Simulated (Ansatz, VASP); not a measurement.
# CsSF in VASP and in Ansatz

Contents of INCAR:

```
  ALGO = Normal
  EDIFF = 1E-7
  ENCUT = 520
  GGA = PE
  ISIF = 2
  ISMEAR = -1
  LASPH = True
  LCHARG = False
  LREAL = False
  LWAVE = False
  NBANDS = 31
  NELM = 100
  PREC = Accurate
  SIGMA = 0.1
```

KPOINTS

```
k-points
0
Gamma
  8 8 5
```

POSCAR

```
CsSF
1.0
    4.1037760000      0.0000000000      0.0000000000
    0.0000000000      4.1037760000      0.0000000000
    0.0000000000      0.0000000000      7.2865000000
F S Cs
2 2 2
Direct
    0.7500000000      0.2500000000      0.0000000000
    0.2500000000      0.7500000000      0.0000000000
    0.2500000000      0.2500000000      0.6487000000
    0.7500000000      0.7500000000      0.3513000000
    0.2500000000      0.2500000000      0.2296000000
    0.7500000000      0.7500000000      0.7704000000
```

Input for Ansatz:

```yaml
crystal:
  lattice:
    - [4.103776, 0.0, 0.0]
    - [0.0, 4.103776, 0.0]
    - [0.0, 0.0, 7.2865]
  atoms:
    - { symbol: F, position: [0.75, 0.25, 0.0] }
    - { symbol: F, position: [0.25, 0.75, 0.0] }
    - { symbol: S, position: [0.25, 0.25, 0.6487] }
    - { symbol: S, position: [0.75, 0.75, 0.3513] }
    - { symbol: Cs, position: [0.25, 0.25, 0.2296] }
    - { symbol: Cs, position: [0.75, 0.75, 0.7704] }
  symmetry: { tolerance: 0.0003 }
kpoints:
  mp_grid: { grid: [8, 8, 5], shift: [0, 0, 0] }
  band_path:
    path:
      - [0.0, 0.0, 0.0]
      - [0.0, 0.5, 0.0]
      - [0.5, 0.5, 0.0]
      - [0.0, 0.0, 0.0]
      - [0.0, 0.0, 0.5]
      - [0.0, 0.5, 0.5]
      - [0.5, 0.5, 0.5]
      - [0.0, 0.0, 0.5]
      - [0.0, 0.5, 0.0]
      - [0.0, 0.5, 0.5]
      - [0.5, 0.5, 0.0]
    npoints: 6
magnetization:
  spin_polarized: false
scf:
  occupations: { method: fermi_dirac }
  lower_state_search: "off"
  max_iter: 200
hamiltonian:
  pseudopotentials: { kind: paw }
  xc: pbe
basis:
  ecutwfc: 420
  fft_grid_basis: typed
output:
  forces: true
  stress: true
  eigenvalues: true
  bader: true
  populations: true
  elf: true
  write_potential: true
  volumetric_format: npy
  dos:
    e_range: [-12, 8]
    de: 0.05
    projected: { site_lists: { Cs: [Cs], F: [F], S: [S] } }
checkpoint:
  read: saved_state
```

Alike in both runs: task single point; functional PBE; k mesh 8 × 8 × 5; no spin polarisation.

|  | VASP | Ansatz |
| --- | --- | --- |
| version | VASP 6.6.1 | Ansatz 0.2.0 |
| potentials or method | VASP PAW PBE potentials, release 64 (F, S, Cs_sv), cutoff 520 eV | PAW plane waves |
| occupations | fermi-dirac, width 0.1 eV | fermi-dirac |
| valence electrons in the cell | 44 | 44 |

|  | VASP | Ansatz | Ansatz less VASP |
| --- | --- | --- | --- |
| pressure (GPa) | 10.9 | 10.6 | -0.39 |
| traceless stress, the component that is largest in VASP (GPa) | -0.81 | -0.75 | +0.065 |
| rms of the force components (eV/Å) | 0.357 | 0.367 | +0.0101 |

Atom by atom the forces differ by 0.013 eV/Å (rms over components).

Spin-orbit coupling is off throughout.
